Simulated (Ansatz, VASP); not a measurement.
Mo: VASP beside Ansatz

```xyz
2
Lattice="0.0000 2.8451 2.8451 2.8451 0.0000 2.8451 2.8451 2.8451 0.0000" Properties=species:S:1:pos:R:3 pbc="T T T"
Mo    0.7113    0.7113    0.7113
Mo    4.9790    4.9790    4.9790
```

Alike in both runs: functional PBE; k mesh 10 × 10 × 10; occupations fermi-dirac, width 0.1 eV; no spin polarisation.

Ansatz relaxed the structure, and its values are those at the end. VASP's run is a single point on that final structure, the one shown.

|  | VASP | Ansatz |
| --- | --- | --- |
| version | VASP 6.6.1 | Ansatz 0.2.0 |
| potentials or method | VASP PAW PBE potentials, release 64 (Mo_sv), cutoff 520 eV | plane waves (420 eV) with PAW, scalar-relativistic |
| valence electrons in the cell | 28 | 28 |

```csv
,VASP,Ansatz,Ansatz less VASP
pressure (GPa),0.4,0.0,-0.38
```

With one functional, cell and mesh, what is left measures potentials, basis and numerics.
